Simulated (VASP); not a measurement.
## WS2: single point with PBE

Crystal: WS2.

```
CELL_PARAMETERS angstrom
3.16995 0.00000 0.00000
-1.58497 2.74525 0.00000
0.00000 0.00000 12.61598
ATOMIC_POSITIONS crystal
W 0.33333 0.66667 0.25000
W 0.66667 0.33333 0.75000
S 0.66667 0.33333 0.37394
S 0.66667 0.33333 0.12606
S 0.33333 0.66667 0.87394
S 0.33333 0.66667 0.62606
```

This cell differs from its parent crystal: uniaxial z strain +1.0%.

| Property | Result |
| --- | --- |
| Program | VASP 6.6.1 |
| Task | single point |
| Functional | PBE |
| Potentials or basis | VASP PAW PBE potentials, release 64 (W_sv, S) |
| Cutoff | 500 eV |
| k mesh | 12 × 12 × 2 |
| Occupations | fermi-dirac, width 0.02 eV |
| Spin | no spin polarisation |

The pressure is 3.0 GPa, the largest force is 0.198 eV/Å and the band gap on the k mesh is 1.11 eV, indirect (least direct gap 1.78 eV).

Forces on the atoms (eV/Å):
```
W    0.000  0.000  0.000
W    0.000  0.000  0.000
S    0.000  0.000  0.198
S    0.000  0.000 -0.198
S    0.000  0.000  0.198
S    0.000  0.000 -0.198
```

Stress tensor (GPa, compression positive):
```
2.67 0.00 0.00
0.00 2.67 0.00
0.00 0.00 3.73
```

Levels at points of the mesh, in eV from the valence-band top:
```csv
k point,band 24,band 25,band 26,band 27,band 28,band 29
"(0.00, 0.00, 0.00)",-1.62,-1.06,0.00,2.33,2.33,2.34
"(0.50, 0.00, 0.00)",-1.79,-1.61,-1.47,2.31,2.34,2.66
"(0.00, 0.00, 0.50)",-2.21,-0.31,-0.31,2.33,2.33,2.33
"(0.50, 0.00, 0.50)",-1.86,-1.53,-1.53,2.33,2.33,2.78
```

Wall time 57 s on 1 thread of Intel(R) Xeon(R) 6975P-C (Granite Rapids) (shared host), peak memory 0.27 GiB.

Caveat: the cell differs from its parent crystal (uniaxial z strain +1.0%); spin-orbit coupling is left out, which moves the levels of the heavy elements; this functional lacks dispersion, which binds the layers, so the pressure and a relaxed spacing across them are unreliable. A k mesh can miss the band edges.
